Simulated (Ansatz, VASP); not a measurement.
**Two plane-wave programs on Zn**

File INCAR:

```
SYSTEM = Zn
  ALGO = Normal
  EDIFF = 1E-6
  ENCUT = 520
  GGA = PE
  ISIF = 2
  ISMEAR = -1
  LASPH = .True.
  LCHARG = .False.
  LREAL = .False.
  LWAVE = .False.
  NBANDS = 19
  NELM = 80
  PREC = Accurate
  SIGMA = 0.05
```

File KPOINTS:

```
k-points
0
Gamma
  12 12 12
  0 0 0
```

POSCAR

```
Zn
1.0
    0.0000000000      2.5252092725      2.5252092725
    2.5252092725      0.0000000000      2.5252092725
    2.5252092725      2.5252092725      0.0000000000
Zn
2
Direct
   -0.1250000000     -0.1250000000     -0.1250000000
    0.1250000000      0.1250000000      0.1250000000
```

Input for Ansatz:

```yaml
crystal:
  lattice:
    - [0.0, 2.5252092725, 2.5252092725]
    - [2.5252092725, 0.0, 2.5252092725]
    - [2.5252092725, 2.5252092725, 0.0]
  atoms:
    - { symbol: Zn, position: [-0.125, -0.125, -0.125] }
    - { symbol: Zn, position: [0.125, 0.125, 0.125] }
kpoints:
  mp_grid: { grid: [12, 12, 12] }
scf:
  occupations: { method: fermi_dirac, width: 0.05 }
hamiltonian:
  xc: pbe
  pseudopotentials: { kind: paw }
output:
  forces: true
  stress: true
  eigenvalues: true
  populations: true
  write_density: true
  write_potential: true
  elf: true
  volumetric_format: npy
```

Change from the starting cell: volume scaled by 0.65, PAW files.

Alike in both runs: task single point; functional PBE; k mesh 12 × 12 × 12; occupations fermi-dirac, width 0.05 eV; no spin polarisation.

```csv
,VASP,Ansatz
version,VASP 6.6.1,Ansatz 0.2.0
potentials or method,"VASP PAW PBE potentials, release 64 (Zn)","PAW with Ansatz's default frozen-core files, scalar-relativistic"
plane-wave cutoff (eV),520,420
valence electrons in the cell,24,24
```

|  | VASP | Ansatz | Ansatz less VASP |
| --- | --- | --- | --- |
| pressure (GPa) | 34.4 | 33.6 | -0.84 |

Both programs put the cell under a high pressure, so it lies far from rest at this level.
